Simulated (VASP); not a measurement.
# KCl (P4/mmm) in VASP: single point with PBE

Aim: the single point of KCl with PBE.

All numbers are computed with VASP 6.6.1; they aren't measurements. Logs are shortened: lines on timing, memory, paths and dates and some standing lists are left out, and cuts for length are marked.

## 1. The cell of the first run

It takes space group P4/mmm (No. 123, tetragonal). The conventional cell has a = 3.565 Å, b = 3.565 Å, c = 3.847 Å, α = 90.00°, β = 90.00°, γ = 90.00°. Within 4.2 Å of K (site symmetry 4/mmm) lie 8 Cl at 3.17 Å and 6 K at 3.57 to 3.85 Å. Within 4.2 Å of Cl (site symmetry 4/mmm) lie 8 K at 3.17 Å and 6 Cl at 3.57 to 3.85 Å.

## 2. Single point, PBE (epitaxial xy strain -5.5%)

Input file INCAR:

```
PREC = Accurate
ENCUT = 520
EDIFF = 1E-6
ISMEAR = -1
SIGMA = 0.02
LREAL = F
LASPH = T
NELM = 100
ALGO = Normal
ISIF = 2
LWAVE = F
LCHARG = T
GGA = PE
LELF = T
LVHAR = T
NBANDS = 15
```

Input file KPOINTS:

```
regular mesh
0
Gamma
  8 8 8
```

Input file POSCAR:

```
KCl
1.0
    3.5652625019      0.0000000000      0.0000000000
    0.0000000000      3.5652625019      0.0000000000
    0.0000000000      0.0000000000      3.8466665134
K Cl
1 1
Direct
    0.0000000000      0.0000000000      0.0000000000
    0.5000000000      0.5000000000      0.5000000000
```

Potentials or basis: VASP PAW PBE potentials, release 64 (K_sv, Cl).

Run with:

```sh
$ cat potpaw_PBE.64/K_sv/POTCAR potpaw_PBE.64/Cl/POTCAR > POTCAR
$ mpirun -np 1 vasp_std > vasp.out
```

OUTCAR:

```text
PREC = Accurate
   ENCUT = 520
   EDIFF = 1E-6
   ISMEAR = -1
   LREAL = F
   LASPH = T
   NELM = 100
   ISIF = 2
   GGA = PE

 ion  position               nearest neighbor table
   1  0.000  0.000  0.000-   2 3.17   2 3.17   2 3.17   2 3.17   2 3.17   2 3.17   2 3.17   2 3.17

   2  0.500  0.500  0.500-   1 3.17   1 3.17   1 3.17   1 3.17   1 3.17   1 3.17   1 3.17   1 3.17

  LATTYP: Found a simple tetragonal cell.
 ALAT       =     3.5652625019
 C/A-ratio  =     1.0789293948

  Lattice vectors:

 A1 = (   3.5652625019,   0.0000000000,   0.0000000000)
 A2 = (   0.0000000000,   3.5652625019,   0.0000000000)
 A3 = (   0.0000000000,   0.0000000000,   3.8466665134)

Analysis of symmetry for initial positions (statically):
=====================================================================
 Subroutine PRICEL returns:
 Original cell was already a primitive cell.

 Routine SETGRP: Setting up the symmetry group for a
 simple tetragonal supercell.

 Subroutine GETGRP returns: Found 16 space group operations
 (whereof 16 operations were pure point group operations)
 out of a pool of 16 trial point group operations.

The static configuration has the point symmetry D_4h.

Analysis of symmetry for dynamics (positions and initial velocities):
=====================================================================
 Subroutine PRICEL returns:
 Original cell was already a primitive cell.

 Routine SETGRP: Setting up the symmetry group for a
 simple tetragonal supercell.

 Subroutine GETGRP returns: Found 16 space group operations
 (whereof 16 operations were pure point group operations)
 out of a pool of 16 trial point group operations.

The dynamic configuration has the point symmetry D_4h.

 Subroutine INISYM returns: Found 16 space group operations
 (whereof 16 operations are pure point group operations),
 and found     1 'primitive' translations

----------------------------------------------------------------------------------------

                                     Primitive cell

  volume of cell :      48.8954

  direct lattice vectors                    reciprocal lattice vectors
     3.565262502  0.000000000  0.000000000     0.280484256  0.000000000  0.000000000
     0.000000000  3.565262502  0.000000000     0.000000000  0.280484256  0.000000000
     0.000000000  0.000000000  3.846666513     0.000000000  0.000000000  0.259965348

  length of vectors
     3.565262502  3.565262502  3.846666513     0.280484256  0.280484256  0.259965348

  position of ions in fractional coordinates (direct lattice)
     0.000000000  0.000000000  0.000000000
     0.500000000  0.500000000  0.500000000

  ion indices of the primitive-cell ions
   primitive index   ion index
                 1           1
                 2           2

----------------------------------------------------------------------------------------

 KPOINTS: regular mesh

Automatic generation of k-mesh.
 Grid dimensions read from file:
 generate k-points for:    8    8    8

 Generating k-lattice:

  Cartesian coordinates                     Fractional coordinates (reciprocal lattice)
     0.035060532  0.000000000  0.000000000     0.125000000  0.000000000  0.000000000
     0.000000000  0.035060532  0.000000000     0.000000000  0.125000000  0.000000000
     0.000000000  0.000000000  0.032495669     0.000000000  0.000000000  0.125000000

  Length of vectors
     0.035060532  0.035060532  0.032495669

  Shift w.r.t. Gamma in fractional coordinates (k-lattice)
     0.000000000  0.000000000  0.000000000

 Subroutine IBZKPT returns following result:
 ===========================================

 Found     75 irreducible k-points:

 Following reciprocal coordinates:
            Coordinates               Weight
  0.000000  0.000000  0.000000      1.000000
  0.125000  0.000000  0.000000      4.000000
  0.250000  0.000000  0.000000      4.000000
  0.375000  0.000000  0.000000      4.000000
  0.500000  0.000000  0.000000      2.000000
  0.125000  0.125000  0.000000      4.000000
[... 16 lines left out ...]
  0.375000  0.125000  0.125000     16.000000
  0.500000  0.125000  0.125000      8.000000
 [... further k-points ...]
   k-points           NKPTS =     75   k-points in BZ     NKDIM =     75   number of bands    NBANDS=     15
   number of dos      NEDOS =    301   number of ions     NIONS =      2
   total plane-waves  NPLWV =  23520
   dimension x,y,z NGX =    28 NGY =   28 NGZ =   30
   dimension x,y,z NGXF=    56 NGYF=   56 NGZF=   60
   ions per type =               1   1
   NGX,Y,Z   is equivalent  to a cutoff of  13.06, 13.06, 12.97 a.u.
   NGXF,Y,Z  is equivalent  to a cutoff of  26.11, 26.11, 25.93 a.u.
 SYSTEM =  unknown system
   PREC   = accura    normal or accurate (medium, high low for compatibility)
   ISTART =      0    job   : 0-new  1-cont  2-samecut
   ICHARG =      2    charge: 1-file 2-atom 10-const
   ISPIN  =      1    spin polarized calculation?
   LNONCOLLINEAR =      F non collinear calculations
   LSORBIT =      F    spin-orbit coupling
   LASPH  =      T    aspherical Exc in radial PAW
   ENCUT  =  520.0 eV  38.22 Ry    6.18 a.u.   6.63  6.63  7.15*2*pi/ulx,y,z
   NELM   =    100;   NELMIN=  2; NELMDL= -5     # of ELM steps
   EDIFF  = 0.1E-05   stopping-criterion for ELM
   LREAL  =      F    real-space projection
   EDIFFG = 0.1E-04   stopping-criterion for IOM
   NSW    =      0    number of steps for IOM
   IBRION =     -1    ionic relax: 0-MD 1-quasi-New 2-CG
   NFREE  =      0    steps in history (QN), initial steepest desc. (CG)
   ISIF   =      2    stress and relaxation
   ISYM   =      2    0-nonsym 1-usesym 2-fastsym
   POTIM  = 0.5000    time-step for ionic-motion
   TEBEG  =    0.0;   TEEND  =   0.0 temperature during run
   PSTRESS=    0.0 pullay stress
   NELECT =      16.0000    total number of electrons
   NUPDOWN=      -1.0000    fix difference up-down
   EMIN   =  10.00;   EMAX   =-10.00  energy-range for DOS
   EFERMI =   0.00;   METHOD = LEGACY
   ISMEAR =    -1;   SIGMA  =   0.02  broadening in eV -4-tet -1-fermi 0-gaus
   EFERMI_NEDOS =   21; number of points for ismear=-14 and -15
   IALGO  =     38    algorithm
   IMIX   =      4    mixing-type and parameters
     AMIX     =   0.40;   BMIX     =  1.00
     AMIX_MAG =   1.60;   BMIX_MAG =  1.00
  volume/ion in A,a.u.               =      24.45       164.98
  Fermi-wavevector in a.u.,A,eV,Ry     =   1.128130  2.131856 17.315812  1.272676
  Thomas-Fermi vector in A             =   2.264818
   LORBIT       =      0    0 simple, 1 ext, 2 COOP (PROOUT), +10 PAW based schemes
   GGA     = PE    functional components
   LHFCALC =     F    Hartree Fock is set to
   AEXX    =    0.0000 exact exchange contribution
   IVDW    =     0    specifies the selected vdW correction
   LEPSILON=     F    determine dielectric tensor
   LRPA    =     F    only Hartree local field effects (RPA)
 non-spin polarized calculation
  energy-cutoff  :      520.00
  volume of cell :       48.90
 maximum number of plane-waves:      1336
 NGX is ok and might be reduce to    28
   NGX = 13   NGY = 13   NGZ = 15

 number of electron      16.0000006 magnetization

 Free energy of the ion-electron system (eV)
  ---------------------------------------------------
  ext. energy  EPLUGINS =         0.00000000
  ---------------------------------------------------
  free energy    TOTEN  =        -6.54447269 eV

  energy without entropy =       -6.54447269  energy(sigma->0) =       -6.54447269

 E-fermi :   0.5769     XC(G=0):  -8.7236

 val. band max:        0.1239469792   @ k =   0.5000   0.0000   0.5000
 cond. band min:       5.3133547683   @ k =   0.0000   0.0000   0.0000
 fundamental gap:      5.1894077891
 Fermi energy:         0.5768708041

 k-point     1 :       0.0000    0.0000    0.0000
  band No.  band energies     occupation
      1     -27.9168      2.00000
      2     -12.9025      2.00000
      3     -11.3022      2.00000
      4     -11.2392      2.00000
      5     -11.2392      2.00000
      6      -0.5453      2.00000
      7      -0.0917      2.00000
      8      -0.0917      2.00000
      9       5.3134      0.00000
     10       6.3179      0.00000
     11       6.5206      0.00000
     12      10.8000      0.00000
     13      10.8000      0.00000
     14      11.3573      0.00000
     15      13.6760      0.00000

 k-point     2 :       0.1250    0.0000    0.0000
  band No.  band energies     occupation
      1     -27.9101      2.00000
      2     -12.9261      2.00000
      3     -11.2919      2.00000
      4     -11.2327      2.00000
      5     -11.2309      2.00000
      6      -0.5541      2.00000
      7      -0.4983      2.00000
      8      -0.0898      2.00000
      9       5.6691      0.00000
     10       6.5561      0.00000
     11       6.9381      0.00000
     12      10.7118      0.00000
     13      10.8988      0.00000
     14      11.2254      0.00000
     15      13.4905      0.00000

 k-point     3 :       0.2500    0.0000    0.0000
  band No.  band energies     occupation
      1     -27.8939      2.00000
      2     -12.9916      2.00000
      3     -11.2668      2.00000
      4     -11.2108      2.00000
      5     -11.2017      2.00000
      6      -1.3060      2.00000
      7      -0.5765      2.00000
      8      -0.0862      2.00000
      9       6.4730      0.00000
     10       7.1085      0.00000
     11       8.0137      0.00000
     12      10.5871      0.00000
     13      10.9836      0.00000
     14      11.1654      0.00000
     15      12.2301      0.00000

 k-point     4 :       0.3750    0.0000    0.0000
  band No.  band energies     occupation
      1     -27.8776      2.00000
      2     -13.0673      2.00000
      3     -11.2414      2.00000
      4     -11.1905      2.00000
      5     -11.1502      2.00000
      6      -1.9744      2.00000
      7      -0.6010      2.00000
      8      -0.0838      2.00000
      9       7.3637      0.00000
     10       7.9374      0.00000
     11       8.9631      0.00000
     12      10.6253      0.00000
     13      10.8461      0.00000
     14      10.8842      0.00000
     15      11.4884      0.00000
[... 307 lines left out ...]
 k-point    22 :       0.2500    0.1250    0.1250
  band No.  band energies     occupation
      1     -27.8847      2.00000
      2     -12.9465      2.00000
      3     -11.3622      2.00000
      4     -11.2837      2.00000
      5     -11.1124      2.00000
      6      -1.2304      2.00000
      7      -0.7363      2.00000
      8      -0.3818      2.00000
      9       6.9676      0.00000
     10       7.6140      0.00000
     11       8.1789      0.00000
     12      10.0621      0.00000
     13      10.3431      0.00000
     14      11.0346      0.00000
     15      13.0836      0.00000

 k-point    23 :       0.3750    0.1250    0.1250
  band No.  band energies     occupation
      1     -27.8687      2.00000
      2     -12.9633      2.00000
      3     -11.3382      2.00000
      4     -11.2589      2.00000
      5     -11.1550      2.00000
      6      -1.8181      2.00000
      7      -0.7209      2.00000
      8      -0.3244      2.00000
      9       7.6120      0.00000
     10       8.1156      0.00000
     11       8.7734      0.00000
     12      10.0141      0.00000
     13      10.2569      0.00000
     14      10.6807      0.00000
     15      12.2439      0.00000

 k-point    24 :       0.5000    0.1250    0.1250
  band No.  band energies     occupation
      1     -27.8621      2.00000
      2     -12.9761      2.00000
      3     -11.2682      2.00000
      4     -11.2464      2.00000
      5     -11.2268      2.00000
      6      -2.0435      2.00000
      7      -0.7157      2.00000
      8      -0.2961      2.00000
      9       8.0028      0.00000
     10       8.3165      0.00000
     11       8.6962      0.00000
     12       9.9188      0.00000
     13      10.5575      0.00000
     14      10.6942      0.00000
     15      11.8960      0.00000

 [... further k-points ...]
[... 5 lines left out ...]
  --------------------------------------------------------------------------------------
  -------------------------------------------------------------------------------------
  Total        1.5615479      1.5615479      0.3940727      0.0000000      0.0000000     -0.0000000
  in kB       51.1679882     51.1679882     12.9127695      0.0000000      0.0000000     -0.0000000
  external PRESSURE =      38.4162486 kB  Pullay stress =       0.0000000 kB

 VOLUME and BASIS-vectors are now :
 -----------------------------------------------------------------------------
  energy-cutoff  :      520.00
  volume of cell :       48.90
      direct lattice vectors                 reciprocal lattice vectors
     3.565262502  0.000000000  0.000000000     0.280484256  0.000000000  0.000000000
     0.000000000  3.565262502  0.000000000     0.000000000  0.280484256  0.000000000
     0.000000000  0.000000000  3.846666513     0.000000000  0.000000000  0.259965348

 POSITION                                       TOTAL-FORCE (eV/Angst)
 -----------------------------------------------------------------------------------
      0.00000      0.00000      0.00000         0.000000      0.000000      0.000000
      1.78263      1.78263      1.92333         0.000000      0.000000      0.000000
 -----------------------------------------------------------------------------------
    total drift:                               -0.000000      0.000000      0.000000

  FREE ENERGIE OF THE ION-ELECTRON SYSTEM (eV)
  ---------------------------------------------------
  free  energy   TOTEN  =        -6.5444726866 eV

  energy  without entropy=       -6.5444726866  energy(sigma->0) =       -6.54447269
```

Run time: 24 s. Hardware: 1 thread of Intel Xeon 6975P-C (Granite Rapids), shared host; peak memory 0.19 GiB.

What came out:

```
Free energy            : -6.5445 eV
Pressure               : 3.8 GPa
Band gap on the k mesh : 5.19 eV, indirect (least direct gap 5.41 eV)
```

Caveat: the cell differs from its parent crystal (epitaxial xy strain -5.5%).
